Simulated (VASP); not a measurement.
# Cd (Im-3m) in VASP: single point with PBEsol

Aim: the single point of Cd with PBEsol.

Everything below comes from runs of VASP 6.6.1. Logs are shortened: lines on timing, memory, paths and dates and some standing lists are left out, and cuts for length are marked.

### 1 The cell of the first run

The structure is cubic, space group Im-3m (No. 229). The conventional cell has a = 3.639 Å, b = 3.639 Å, c = 3.639 Å, α = 90.00°, β = 90.00°, γ = 90.00°. Cd (site symmetry m-3m) has 14 Cd at 3.15 to 3.64 Å within 4.1 Å.

### 2 Single point, PBEsol, non-collinear spin, typed start

File INCAR:

```
SYSTEM = Cd
PREC = Accurate
ENCUT = 520
EDIFF = 1E-6
ISMEAR = -5
SIGMA = 0.05
LREAL = .False.
LASPH = .True.
NELM = 150
ALGO = Normal
ISIF = 2
LWAVE = .False.
LCHARG = .False.
LNONCOLLINEAR = .True.
MAGMOM = 0 0 0.5
LORBIT = 11
GGA = PS
NBANDS = 23
```

File KPOINTS:

```
regular mesh
0
Gamma
  10 10 10
  0 0 0
```

File POSCAR:

```
Cd
1.0
   -1.8193175905      1.8193175905      1.8193175905
    1.8193175905     -1.8193175905      1.8193175905
    1.8193175905      1.8193175905     -1.8193175905
Cd
1
Direct
    0.0000000000      0.0000000000      0.0000000000
```

Potentials or basis: VASP PAW PBE potentials, release 64 (Cd).

Run with:

```console
$ cat potpaw_PBE.64/Cd/POTCAR > POTCAR
$ mpirun -np 1 vasp_ncl > vasp.out
```

OUTCAR:

```text
SYSTEM = Cd
   PREC = Accurate
   ENCUT = 520
   EDIFF = 1E-6
   ISMEAR = -5
   LREAL = .False.
   LASPH = .True.
   NELM = 150
   ISIF = 2
   LNONCOLLINEAR = .True.
   LORBIT = 11
   GGA = PS

 ion  position               nearest neighbor table
   1  0.000  0.000  0.000-

  LATTYP: Found a body centered cubic cell.
 ALAT       =     3.6386351810

  Lattice vectors:

 A1 = (  -1.8193175905,   1.8193175905,   1.8193175905)
 A2 = (   1.8193175905,  -1.8193175905,   1.8193175905)
 A3 = (   1.8193175905,   1.8193175905,  -1.8193175905)

Analysis of symmetry for initial positions (statically):
=====================================================================
 Subroutine PRICEL returns:
 Original cell was already a primitive cell.

 Routine SETGRP: Setting up the symmetry group for a
 body centered cubic supercell.

 Subroutine GETGRP returns: Found 48 space group operations
 (whereof 48 operations were pure point group operations)
 out of a pool of 48 trial point group operations.

The static configuration has the point symmetry O_h .

Analysis of symmetry for dynamics (positions and initial velocities):
=====================================================================
 Subroutine PRICEL returns:
 Original cell was already a primitive cell.

 Routine SETGRP: Setting up the symmetry group for a
 body centered cubic supercell.

 Subroutine GETGRP returns: Found 48 space group operations
 (whereof 48 operations were pure point group operations)
 out of a pool of 48 trial point group operations.

The dynamic configuration has the point symmetry O_h .

Analysis of structural, dynamic, and magnetic symmetry:
=====================================================================
 Subroutine PRICEL returns:
 Original cell was already a primitive cell.

 Routine SETGRP: Setting up the symmetry group for a
 body centered cubic supercell.

 Subroutine GETGRP returns: Found  8 space group operations
 (whereof  8 operations were pure point group operations)
 out of a pool of 48 trial point group operations.

The overall configuration has the point symmetry C_4h.

 Subroutine INISYM returns: Found  8 space group operations
 (whereof  8 operations are pure point group operations),
 and found     1 'primitive' translations

----------------------------------------------------------------------------------------

                                     Primitive cell

  volume of cell :      24.0872

  direct lattice vectors                    reciprocal lattice vectors
    -1.819317591  1.819317591  1.819317591     0.000000000  0.274828322  0.274828322
     1.819317591 -1.819317591  1.819317591     0.274828322  0.000000000  0.274828322
     1.819317591  1.819317591 -1.819317591     0.274828322  0.274828322  0.000000000

  length of vectors
     3.151150502  3.151150502  3.151150502     0.388665940  0.388665940  0.388665940

  position of ions in fractional coordinates (direct lattice)
     0.000000000  0.000000000  0.000000000

  ion indices of the primitive-cell ions
   primitive index   ion index
                 1           1

----------------------------------------------------------------------------------------

 KPOINTS: regular mesh

Automatic generation of k-mesh.
 Grid dimensions read from file:
 generate k-points for:   10   10   10

 Generating k-lattice:

  Cartesian coordinates                     Fractional coordinates (reciprocal lattice)
     0.000000000  0.027482832  0.027482832     0.100000000  0.000000000  0.000000000
     0.027482832  0.000000000  0.027482832     0.000000000  0.100000000  0.000000000
     0.027482832  0.027482832  0.000000000     0.000000000  0.000000000  0.100000000

  Length of vectors
     0.038866594  0.038866594  0.038866594

  Shift w.r.t. Gamma in fractional coordinates (k-lattice)
     0.000000000  0.000000000  0.000000000

 TETIRR: Found   2450 inequivalent tetrahedra from     6000

 Subroutine IBZKPT returns following result:
 ===========================================

 Found    144 irreducible k-points:

 Following reciprocal coordinates:
            Coordinates               Weight
  0.000000  0.000000  0.000000      1.000000
  0.100000  0.000000  0.000000      8.000000
  0.000000  0.000000  0.100000      4.000000
  0.200000  0.000000  0.000000      8.000000
  0.000000  0.000000  0.200000      4.000000
  0.300000  0.000000  0.000000      8.000000
[... 16 lines left out ...]
  0.100000  0.000000  0.300000      8.000000
 -0.400000  0.100000  0.300000      8.000000
 [... further k-points ...]
   k-points           NKPTS =    144   k-points in BZ     NKDIM =    144   number of bands    NBANDS=     23
   number of dos      NEDOS =    301   number of ions     NIONS =      1
   total plane-waves  NPLWV =  13824
   dimension x,y,z NGX =    24 NGY =   24 NGZ =   24
   dimension x,y,z NGXF=    48 NGYF=   48 NGZF=   48
   ions per type =               1
   NGX,Y,Z   is equivalent  to a cutoff of  12.66, 12.66, 12.66 a.u.
   NGXF,Y,Z  is equivalent  to a cutoff of  25.32, 25.32, 25.32 a.u.
 SYSTEM =  Cd
   PREC   = accura    normal or accurate (medium, high low for compatibility)
   ISTART =      0    job   : 0-new  1-cont  2-samecut
   ICHARG =      2    charge: 1-file 2-atom 10-const
   ISPIN  =      1    spin polarized calculation?
   LNONCOLLINEAR =      T non collinear calculations
   LSORBIT =      F    spin-orbit coupling
   LASPH  =      T    aspherical Exc in radial PAW
   ENCUT  =  520.0 eV  38.22 Ry    6.18 a.u.   5.86  5.86  5.86*2*pi/ulx,y,z
   NELM   =    150;   NELMIN=  2; NELMDL= -5     # of ELM steps
   EDIFF  = 0.1E-05   stopping-criterion for ELM
   LREAL  =      F    real-space projection
   EDIFFG = 0.1E-04   stopping-criterion for IOM
   NSW    =      0    number of steps for IOM
   IBRION =     -1    ionic relax: 0-MD 1-quasi-New 2-CG
   NFREE  =      0    steps in history (QN), initial steepest desc. (CG)
   ISIF   =      2    stress and relaxation
   ISYM   =      2    0-nonsym 1-usesym 2-fastsym
   POTIM  = 0.5000    time-step for ionic-motion
   TEBEG  =    0.0;   TEEND  =   0.0 temperature during run
   PSTRESS=    0.0 pullay stress
   NELECT =      12.0000    total number of electrons
   NUPDOWN=      -1.0000    fix difference up-down
   EMIN   =  10.00;   EMAX   =-10.00  energy-range for DOS
   EFERMI =   0.00;   METHOD = LEGACY
   ISMEAR =    -5;   SIGMA  =   0.05  broadening in eV -4-tet -1-fermi 0-gaus
   EFERMI_NEDOS =   21; number of points for ismear=-14 and -15
   IALGO  =     38    algorithm
   IMIX   =      4    mixing-type and parameters
     AMIX     =   0.40;   BMIX     =  1.00
     AMIX_MAG =   1.60;   BMIX_MAG =  1.00
  volume/ion in A,a.u.               =      24.09       162.55
  Fermi-wavevector in a.u.,A,eV,Ry     =   1.297797  2.452481 22.915977  1.684277
  Thomas-Fermi vector in A             =   2.429166
   LORBIT       =     11    0 simple, 1 ext, 2 COOP (PROOUT), +10 PAW based schemes
   GGA     = PS    functional components
   LHFCALC =     F    Hartree Fock is set to
   AEXX    =    0.0000 exact exchange contribution
   IVDW    =     0    specifies the selected vdW correction
   LEPSILON=     F    determine dielectric tensor
   LRPA    =     F    only Hartree local field effects (RPA)
 Fermi weights with tetrahedron method with Bloechl corrections
  energy-cutoff  :      520.00
  volume of cell :       24.09
 maximum number of plane-waves:      1364
   NGX = 11   NGY = 11   NGZ = 11

 number of electron      11.9999998 magnetization       0.0000000      0.0000000      0.0363082

 number of electron      11.9999998 magnetization      -0.0000000     -0.0000000     -0.0123237

 number of electron      11.9999998 magnetization      -0.0000000      0.0000000     -0.0002078

 number of electron      11.9999998 magnetization       0.0000000     -0.0000000      0.0001970

 Free energy of the ion-electron system (eV)
  ---------------------------------------------------
  ext. energy  EPLUGINS =         0.00000000
  ---------------------------------------------------
  free energy    TOTEN  =        -1.09038447 eV

  energy without entropy =       -1.09038447  energy(sigma->0) =       -1.09038447

 E-fermi :   2.1071     XC(G=0): -10.6486

 val. band max:        2.3676840229   @ k =   0.3000   0.3000   0.1000
 cond. band min:       1.4499689587   @ k =   0.4000   0.2000   0.4000
 fundamental gap:     -0.9177150642
 Fermi energy:         2.1071447249

 k-point     1 :       0.0000    0.0000    0.0000
  band No.  band energies     occupation
      1      -6.9084      1.00000
      2      -6.9084      1.00000
      3      -6.9083      1.00000
      4      -6.9083      1.00000
      5      -6.9078      1.00000
      6      -6.9077      1.00000
[... 15 lines left out ...]
     22      17.0933      0.00000
     23      17.0933      0.00000

 k-point     2 :       0.1000    0.0000    0.0000
  band No.  band energies     occupation
      1      -6.9340      1.00000
      2      -6.9340      1.00000
      3      -6.9027      1.00000
      4      -6.9026      1.00000
      5      -6.8296      1.00000
      6      -6.8296      1.00000
[... 15 lines left out ...]
     22      16.6927      0.00000
     23      17.3886      0.00000

 k-point     3 :       0.0000    0.0000    0.1000
  band No.  band energies     occupation
      1      -6.9344      1.00000
      2      -6.9343      1.00000
      3      -6.9021      1.00000
      4      -6.9020      1.00000
      5      -6.8300      1.00000
      6      -6.8299      1.00000
[... 15 lines left out ...]
     22      16.6929      0.00000
     23      17.3885      0.00000

 k-point     4 :       0.2000    0.0000    0.0000
  band No.  band energies     occupation
      1      -7.0015      1.00000
      2      -7.0015      1.00000
      3      -6.9428      1.00000
      4      -6.9428      1.00000
      5      -6.6177      1.00000
      6      -6.6176      1.00000
[... 15 lines left out ...]
     22      16.0838      0.00000
     23      18.2894      0.00000

 k-point     5 :       0.0000    0.0000    0.2000
  band No.  band energies     occupation
      1      -7.0019      1.00000
      2      -7.0018      1.00000
      3      -6.9423      1.00000
      4      -6.9422      1.00000
      5      -6.6180      1.00000
      6      -6.6180      1.00000
[... 15 lines left out ...]
     22      16.0839      0.00000
     23      18.2893      0.00000

 k-point     6 :       0.3000    0.0000    0.0000
  band No.  band energies     occupation
      1      -7.0839      1.00000
      2      -7.0838      1.00000
      3      -7.0622      1.00000
      4      -7.0621      1.00000
      5      -6.4419      1.00000
      6      -6.4418      1.00000
[... 15 lines left out ...]
     22      15.6627      0.00000
     23      19.7323      0.00000

 k-point     7 :       0.0000    0.0000    0.3000
  band No.  band energies     occupation
      1      -7.0842      1.00000
      2      -7.0841      1.00000
      3      -7.0618      1.00000
      4      -7.0617      1.00000
      5      -6.4419      1.00000
      6      -6.4418      1.00000
[... 353 lines left out ...]
     22      17.8778      0.00000
     23      18.2903      0.00000

 k-point    21 :       0.3000    0.1000    0.0000
  band No.  band energies     occupation
      1      -7.1184      1.00000
      2      -7.1183      1.00000
      3      -7.0626      1.00000
      4      -7.0625      1.00000
      5      -6.4437      1.00000
      6      -6.4437      1.00000
[... 15 lines left out ...]
     22      17.6212      0.00000
     23      19.4619      0.00000

 k-point    22 :       0.0000    0.3000    0.1000
  band No.  band energies     occupation
      1      -7.1184      1.00000
      2      -7.1184      1.00000
      3      -7.0625      1.00000
      4      -7.0625      1.00000
      5      -6.4438      1.00000
      6      -6.4438      1.00000
[... 15 lines left out ...]
     22      17.6212      0.00000
     23      19.4619      0.00000

 k-point    23 :       0.1000    0.0000    0.3000
  band No.  band energies     occupation
      1      -7.1185      1.00000
      2      -7.1184      1.00000
      3      -7.0625      1.00000
      4      -7.0624      1.00000
      5      -6.4437      1.00000
      6      -6.4437      1.00000
[... 15 lines left out ...]
     22      17.6212      0.00000
     23      19.4619      0.00000

 k-point    24 :      -0.4000    0.1000    0.3000
  band No.  band energies     occupation
      1      -7.1184      1.00000
      2      -7.1184      1.00000
      3      -7.0625      1.00000
      4      -7.0625      1.00000
      5      -6.4438      1.00000
      6      -6.4438      1.00000
[... 15 lines left out ...]
     22      17.6212      0.00000
     23      19.4619      0.00000

 [... further k-points ...]

------------------------ aborting loop because EDIFF is reached ----------------------------------------

  FORCE on cell =-STRESS in cart. coord.  units (eV):
  Direction    XX          YY          ZZ          XY          YZ          ZX
  --------------------------------------------------------------------------------------
  -------------------------------------------------------------------------------------
  Total       -0.6122470     -0.6122470     -0.6922989     -0.0000000      0.0000000     -0.0000000
  in kB      -40.7241192    -40.7241192    -46.0488409     -0.0000008      0.0000000     -0.0000000
  external PRESSURE =     -42.4990264 kB  Pullay stress =       0.0000000 kB

 VOLUME and BASIS-vectors are now :
 -----------------------------------------------------------------------------
  energy-cutoff  :      520.00
  volume of cell :       24.09
      direct lattice vectors                 reciprocal lattice vectors
    -1.819317591  1.819317591  1.819317591     0.000000000  0.274828322  0.274828322
     1.819317591 -1.819317591  1.819317591     0.274828322  0.000000000  0.274828322
     1.819317591  1.819317591 -1.819317591     0.274828322  0.274828322  0.000000000

 POSITION                                       TOTAL-FORCE (eV/Angst)
 -----------------------------------------------------------------------------------
      0.00000      0.00000      0.00000         0.000000     -0.000000     -0.000000
 -----------------------------------------------------------------------------------
    total drift:                                0.000000      0.000000      0.000000

  FREE ENERGIE OF THE ION-ELECTRON SYSTEM (eV)
  ---------------------------------------------------
  free  energy   TOTEN  =        -1.0903844675 eV

  energy  without entropy=       -1.0903844675  energy(sigma->0) =       -1.09038447

 total charge

# of ion       s       p       d       tot
------------------------------------------
    1        0.557   0.224   9.489  10.270

 magnetization (x)

# of ion       s       p       d       tot
------------------------------------------
    1       -0.000  -0.000   0.000  -0.000

 magnetization (y)

# of ion       s       p       d       tot
------------------------------------------
    1        0.000  -0.000   0.000  -0.000

 magnetization (z)

# of ion       s       p       d       tot
------------------------------------------
    1        0.000  -0.000  -0.000  -0.000
```

It took 2.3 min on 1 thread of Oxide Virtual Turin-like, shared host; peak memory 0.25 GiB.

Results:

```yaml
Free_energy: -1.0904 eV
Pressure: -4.2 GPa
Band_gap_on_the_k_mesh: zero (band 12 reaches 5.36 eV, above the bottom of band 13 at 0.96 eV)
Net_moment: 0.00 μB per cell
Valence_electrons_inside_the_program's_atomic_spheres: Cd 10.27
```

Moments on the atoms (μB; x, y, z):
```
Cd  0.00 0.00 0.00
```

Caveat: the PAW data sets were made with another functional, which shifts forces and pressure a little; tetrahedron occupations give inexact forces and stress in metals.
